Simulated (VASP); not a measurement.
# FeO (Fm-3m) in VASP: further runs, part 2 of 2

VASP 6.6.1. The steps go on from the part before.

## Step 4: Electric field gradients, PBE, collinear spin, ferromagnetic start

This run uses another cell than the first one, of 10.01 Å³/atom.

Contents of INCAR:

```
  PREC = Accurate
  ENCUT = 520
  EDIFF = 1E-8
  ISMEAR = -1
  SIGMA = 0.03
  LREAL = F
  LASPH = T
  NELM = 150
  ALGO = Normal
  ISIF = 2
  LWAVE = F
  LCHARG = F
  ISPIN = 2
  MAGMOM = 3 0
  LORBIT = 11
  LMAXMIX = 4
  GGA = PE
  LEFG = T
  NBANDS = 18
```

Contents of KPOINTS:

```
regular mesh
0
Gamma
  15 15 15
```

Contents of POSCAR:

```
FeO
1.0
    0.0000000000      2.1554000000      2.1554000000
    2.1554000000      0.0000000000      2.1554000000
    2.1554000000      2.1554000000      0.0000000000
Fe O
1 1
Direct
    0.0000000000      0.0000000000      0.0000000000
    0.5000000000      0.5000000000      0.5000000000
```

Potentials or basis: VASP PAW PBE potentials, release 64 (Fe, O).

Started as:

```console
> cat potpaw_PBE.64/Fe/POTCAR potpaw_PBE.64/O/POTCAR > POTCAR
> mpirun -np 1 vasp_std > vasp.out
```

OUTCAR:

```text
PREC = Accurate
   ENCUT = 520
   EDIFF = 1E-8
   ISMEAR = -1
   LREAL = F
   LASPH = T
   NELM = 150
   ISIF = 2
   ISPIN = 2
   LORBIT = 11
   GGA = PE

 ion  position               nearest neighbor table
   1  0.000  0.000  0.000-   2 2.16   2 2.16   2 2.16   2 2.16   2 2.16   2 2.16
   2  0.500  0.500  0.500-   1 2.16   1 2.16   1 2.16   1 2.16   1 2.16   1 2.16

  LATTYP: Found a face centered cubic cell.
 ALAT       =     4.3108000000

  Lattice vectors:

[... 1252 lines left out ...]
---------------------------------------------------------------------

 Electric field gradients after diagonalization (V/A^2)
 (convention: |V_zz| > |V_xx| > |V_yy|)
----------------------------------------------------------------------
 ion       V_xx      V_yy      V_zz     asymmetry (V_yy - V_xx)/ V_zz
----------------------------------------------------------------------
   1       0.001     0.001    -0.002       0.000
   2       0.002     0.002    -0.004       0.000
----------------------------------------------------------------------

           NMR quadrupolar parameters

 Cq : quadrupolar parameter    Cq=e*Q*V_zz/h
 eta: asymmetry parameters     (V_yy - V_xx)/ V_zz
 Q  : nuclear electric quadrupole moment in mb (millibarn)
----------------------------------------------------------------------
 ion       Cq(MHz)       eta       Q (mb)
----------------------------------------------------------------------
   1      -0.000       0.000       1.000
   2      -0.000       0.000       1.000
----------------------------------------------------------------------

 total charge

# of ion       s       p       d       tot
------------------------------------------
    1        0.287   0.358   6.086   6.731
    2        1.556   3.438   0.000   4.994
--------------------------------------------------
tot          1.844   3.796   6.086  11.725

 magnetization (x)

# of ion       s       p       d       tot
------------------------------------------
    1        0.027   0.021   3.571   3.619
    2        0.030   0.272   0.000   0.302
--------------------------------------------------
tot          0.057   0.293   3.571   3.920
```

OSZICAR:

```text
N       E                     dE             d eps       ncg     rms          rms(c)
DAV:   1     0.659914109722E+02    0.65991E+02   -0.67188E+03  9400   0.896E+02
DAV:   2    -0.130206563638E+02   -0.79012E+02   -0.67089E+02  8880   0.202E+02
DAV:   3    -0.173227558287E+02   -0.43021E+01   -0.41798E+01 10150   0.504E+01
DAV:   4    -0.173536845411E+02   -0.30929E-01   -0.30884E-01 10448   0.408E+00
DAV:   5    -0.173538873781E+02   -0.20284E-03   -0.20283E-03 10254   0.342E-01    0.177E+01
DAV:   6    -0.155719366353E+02    0.17820E+01   -0.15081E+01 11540   0.555E+01    0.200E+01
DAV:   7    -0.149684736721E+02    0.60346E+00   -0.29259E+00 11288   0.328E+01    0.941E+00
DAV:   8    -0.149517969757E+02    0.16677E-01   -0.16314E-01 10812   0.405E+00    0.530E+00
DAV:   9    -0.149359940188E+02    0.15803E-01   -0.64878E-02 13758   0.393E+00    0.104E+00
DAV:  10    -0.149330925777E+02    0.29014E-02   -0.17593E-02 11880   0.269E+00    0.151E-01
DAV:  11    -0.149333301773E+02   -0.23760E-03   -0.23047E-03 10866   0.426E-01    0.626E-02
DAV:  12    -0.149333353514E+02   -0.51741E-05   -0.35082E-05 10882   0.567E-02    0.418E-02
DAV:  13    -0.149333502416E+02   -0.14890E-04   -0.24230E-05 11494   0.544E-02    0.146E-02
DAV:  14    -0.149333526939E+02   -0.24523E-05   -0.30734E-06  9668   0.149E-02    0.628E-03
DAV:  15    -0.149333524861E+02    0.20772E-06   -0.28052E-07 11456   0.451E-03    0.325E-03
DAV:  16    -0.149333523823E+02    0.10385E-06   -0.22852E-07 10602   0.519E-03    0.143E-03
DAV:  17    -0.149333523684E+02    0.13941E-07   -0.50234E-08 10244   0.214E-03    0.604E-04
DAV:  18    -0.149333523591E+02    0.92671E-08   -0.88899E-09  5026   0.141E-03
   1 F= -.14933352E+02 E0= -.14931505E+02  d E =-.369486E-02  mag=     4.0000
```

It took 2 min on 1 thread of Intel Xeon 8259CL, shared host; peak memory 0.2 GiB.

Results:

```
Free energy                                           : -14.9334 eV
Pressure                                              : -0.2 GPa
Band gap on the k mesh                                : zero (filled and empty bands overlap)
Net moment                                            : 4.00 μB per cell
Site moments                                          : Fe +3.62; O +0.30 μB
Largest electric field gradient by atom               : under 0.05 V/Å² on every atom
Valence electrons inside the program's atomic spheres : Fe 6.73; O 4.99
```

Caveat: a cell with one magnetic atom can't hold antiferromagnetic order, which such compounds often take; semilocal functionals often make such compounds metallic where correlation or magnetic order opens a gap, which also shifts bond lengths.

## Step 5: Electric field gradients, PBE, collinear spin, ferromagnetic start

This run uses another cell than the first one, of 10.01 Å³/atom.

Contents of INCAR:

```
SYSTEM = FeO
PREC = Accurate ; ENCUT = 520
EDIFF = 1E-8 ; ISMEAR = -1
SIGMA = 0.03 ; LREAL = .FALSE.
LASPH = .TRUE. ; NELM = 150
ALGO = Normal ; ISIF = 2
LWAVE = .FALSE. ; LCHARG = .FALSE.
ISPIN = 2 ; MAGMOM = 3 0
LORBIT = 11 ; LMAXMIX = 4
GGA = PE ; LEFG = .TRUE.
NBANDS = 18
```

Contents of KPOINTS:

```
regular mesh
0
G
  15 15 15
  0 0 0
```

POSCAR is that of step 4.

Potentials or basis: VASP PAW PBE potentials, release 64 (Fe, O).

Started as:

```console
> cat potpaw_PBE.64/Fe/POTCAR potpaw_PBE.64/O/POTCAR > POTCAR
> mpirun -np 1 vasp_std > vasp.out
```

OUTCAR:

```text
SYSTEM = FeO
   PREC = Accurate
   ENCUT = 520
   EDIFF = 1E-8
   ISMEAR = -1
   LREAL = .FALSE.
   LASPH = .TRUE.
   NELM = 150
   ISIF = 2
   ISPIN = 2
   LORBIT = 11
   GGA = PE

 ion  position               nearest neighbor table
   1  0.000  0.000  0.000-   2 2.16   2 2.16   2 2.16   2 2.16   2 2.16   2 2.16
   2  0.500  0.500  0.500-   1 2.16   1 2.16   1 2.16   1 2.16   1 2.16   1 2.16

  LATTYP: Found a face centered cubic cell.
 ALAT       =     4.3108000000

  Lattice vectors:

 A1 = (   0.0000000000,   2.1554000000,   2.1554000000)
 A2 = (   2.1554000000,   0.0000000000,   2.1554000000)
 A3 = (   2.1554000000,   2.1554000000,   0.0000000000)

[... 1249 lines left out ...]

 Electric field gradients after diagonalization (V/A^2)
 (convention: |V_zz| > |V_xx| > |V_yy|)
----------------------------------------------------------------------
 ion       V_xx      V_yy      V_zz     asymmetry (V_yy - V_xx)/ V_zz
----------------------------------------------------------------------
   1       0.001     0.001    -0.002       0.000
   2       0.002     0.002    -0.004       0.000
----------------------------------------------------------------------

           NMR quadrupolar parameters

 Cq : quadrupolar parameter    Cq=e*Q*V_zz/h
 eta: asymmetry parameters     (V_yy - V_xx)/ V_zz
 Q  : nuclear electric quadrupole moment in mb (millibarn)
----------------------------------------------------------------------
 ion       Cq(MHz)       eta       Q (mb)
----------------------------------------------------------------------
   1      -0.000       0.000       1.000
   2      -0.000       0.000       1.000
----------------------------------------------------------------------

 total charge

# of ion       s       p       d       tot
------------------------------------------
    1        0.287   0.358   6.086   6.731
    2        1.556   3.438   0.000   4.994
--------------------------------------------------
tot          1.844   3.796   6.086  11.725

 magnetization (x)

# of ion       s       p       d       tot
------------------------------------------
    1        0.027   0.021   3.571   3.619
    2        0.030   0.272   0.000   0.302
--------------------------------------------------
tot          0.057   0.293   3.571   3.920
```

OSZICAR:

```text
N       E                     dE             d eps       ncg     rms          rms(c)
DAV:   1     0.659914109722E+02    0.65991E+02   -0.67188E+03  9400   0.896E+02
DAV:   2    -0.130206563638E+02   -0.79012E+02   -0.67089E+02  8880   0.202E+02
DAV:   3    -0.173227558287E+02   -0.43021E+01   -0.41798E+01 10150   0.504E+01
DAV:   4    -0.173536845411E+02   -0.30929E-01   -0.30884E-01 10448   0.408E+00
DAV:   5    -0.173538873781E+02   -0.20284E-03   -0.20283E-03 10254   0.342E-01    0.177E+01
DAV:   6    -0.155719366353E+02    0.17820E+01   -0.15081E+01 11540   0.555E+01    0.200E+01
DAV:   7    -0.149684736721E+02    0.60346E+00   -0.29259E+00 11288   0.328E+01    0.941E+00
DAV:   8    -0.149517969757E+02    0.16677E-01   -0.16314E-01 10812   0.405E+00    0.530E+00
DAV:   9    -0.149359940188E+02    0.15803E-01   -0.64878E-02 13758   0.393E+00    0.104E+00
DAV:  10    -0.149330925777E+02    0.29014E-02   -0.17593E-02 11880   0.269E+00    0.151E-01
DAV:  11    -0.149333301773E+02   -0.23760E-03   -0.23047E-03 10866   0.426E-01    0.626E-02
DAV:  12    -0.149333353514E+02   -0.51741E-05   -0.35082E-05 10882   0.567E-02    0.418E-02
DAV:  13    -0.149333502416E+02   -0.14890E-04   -0.24230E-05 11494   0.544E-02    0.146E-02
DAV:  14    -0.149333526939E+02   -0.24523E-05   -0.30734E-06  9668   0.149E-02    0.628E-03
DAV:  15    -0.149333524861E+02    0.20772E-06   -0.28052E-07 11456   0.451E-03    0.325E-03
DAV:  16    -0.149333523823E+02    0.10385E-06   -0.22852E-07 10602   0.519E-03    0.143E-03
DAV:  17    -0.149333523684E+02    0.13941E-07   -0.50234E-08 10244   0.214E-03    0.604E-04
DAV:  18    -0.149333523591E+02    0.92671E-08   -0.88899E-09  5026   0.141E-03
   1 F= -.14933352E+02 E0= -.14931505E+02  d E =-.369486E-02  mag=     4.0000
```

It took 2.5 min on 1 thread of Intel Xeon 8259CL, shared host; peak memory 0.2 GiB.

What came out:

- Free energy: -14.9334 eV
- Pressure: -0.2 GPa
- Band gap on the k mesh: zero (filled and empty bands overlap)
- Net moment: 4.00 μB per cell
- Site moments: Fe +3.62; O +0.30 μB
- Largest electric field gradient by atom: under 0.05 V/Å² on every atom
- Valence electrons inside the program's atomic spheres: Fe 6.73; O 4.99

Caveat: a cell with one magnetic atom can't hold antiferromagnetic order, which such compounds often take; semilocal functionals often make such compounds metallic where correlation or magnetic order opens a gap, which also shifts bond lengths.

## Step 6: The runs side by side

```csv
cell,gap on the mesh (eV),pressure (GPa),moment (μB)
"a = 2.997 Å, angles 60.0°, 2 atoms",none,10.6,4.00
"a = 3.023 Å, angles 60.0°, 2 atoms",none,4.8,4.00
"a = 3.048 Å, angles 60.0°, 2 atoms",none,-0.2,4.00
```

Alike in all rows: task electric field gradients; level PBE; potentials or basis VASP PAW PBE potentials, release 64 (Fe, O); spin collinear, ferromagnetic start; k mesh 15 × 15 × 15; cutoff (eV) 520; smearing fermi-dirac 0.03 eV.

Caveats: a cell with one magnetic atom can't hold antiferromagnetic order, which such compounds often take; semilocal functionals often make such compounds metallic where correlation or magnetic order opens a gap, which also shifts bond lengths; the cell stands under pressure (at least some runs).

Absolute energies hang on the potentials; compare differences alone.

## Step 7: How close it comes

Step 4. Against the measured gap of FeO, 2.4 eV (optical; quoted in “W\"ustite: Electric, thermodynamic and optical properties of FeO”, 2012, arxiv:1203.1201), the calculated 0.00 eV is off by -2.40 eV. So large a miss can be the level of theory's own, or it may mean another phase, state or a wrong row. The value is that of PBE on a finite k mesh, which can miss the band edges, without temperature or zero-point motion. Semilocal functionals fall short of measured gaps as a rule. The run's magnetic order (collinear spin, ferromagnetic start) needn't be the measured crystal's.

Step 5. A measured gap of FeO is 2.4 eV (optical; quoted in “W\"ustite: Electric, thermodynamic and optical properties of FeO”, 2012, arxiv:1203.1201); the calculated 0.00 eV misses it by -2.40 eV. So large a miss can be the level of theory's own, or it may mean another phase, state or a wrong row. The value is that of PBE on a finite k mesh, which can miss the band edges, without temperature or zero-point motion. Semilocal functionals fall short of measured gaps as a rule. The run's magnetic order (collinear spin, ferromagnetic start) needn't be the measured crystal's.
